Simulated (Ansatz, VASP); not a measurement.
## H: VASP beside Ansatz

```
H
1.0
    11.00000    0.00000    0.00000
     0.00000   11.50000    0.00000
     0.00000    0.00000   12.00000
H
2
Cartesian
  5.0000 5.5000 5.5924
  5.0000 5.5000 6.3576
```

Alike in both runs: functional LDA; k mesh 1 × 1 × 1; no spin polarisation.

Ansatz relaxed the structure, and its values are those at the end. VASP's run is a single point on that final structure, the one shown.

|  | VASP | Ansatz |
| --- | --- | --- |
| version | VASP 6.6.1 | Ansatz 0.2.0 |
| potentials or method | VASP PAW LDA potentials, release 64 (H) | scalar-relativistic, plane waves, PAW |
| plane-wave cutoff (eV) | 400 | 420 |
| occupations | gaussian, width 0.01 eV | fixed |
| valence electrons in the cell | 2 | 2 |

```tsv
	VASP	Ansatz	Ansatz less VASP
rms of the force components (eV/Å)	0.024	0.000	-0.0232
```

LDA's correlation is that of Perdew and Zunger in VASP and of Perdew and Wang (1992) in Ansatz.
